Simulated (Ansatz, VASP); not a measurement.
**One calculation of CdS, two programs**

```
Cd S
1.0
     4.20358    0.00000    0.00000
    -2.10179    3.64041    0.00000
     0.00000    0.00000    5.72573
Cd S
1 1
Direct
  0.00000 0.00000 0.44269
  0.66667 0.33333 0.43431
```

Alike in both runs: task single point; functional r2SCAN; k mesh 6 × 6 × 4; no spin polarisation.

|  | VASP | Ansatz |
| --- | --- | --- |
| version | VASP 6.6.1 | Ansatz 0.2.0 |
| potentials or method | VASP PAW PBE potentials, release 64 (Cd_sv_GW, S), cutoff 700 eV | plane waves, PAW |
| occupations | gaussian, width 0.01 eV | fixed |
| valence electrons in the cell | 26 | 26 |

Ansatz gave:

- pressure (GPa): 0.4
- traceless stress, the component that is largest in VASP (GPa): -0.48

Question: Estimate VASP's values.

Answer: Pressure (GPa): 0.3; traceless stress, the component that is largest in VASP (GPa): -0.43.

VASP's potentials were made for PBE, not for r2SCAN.
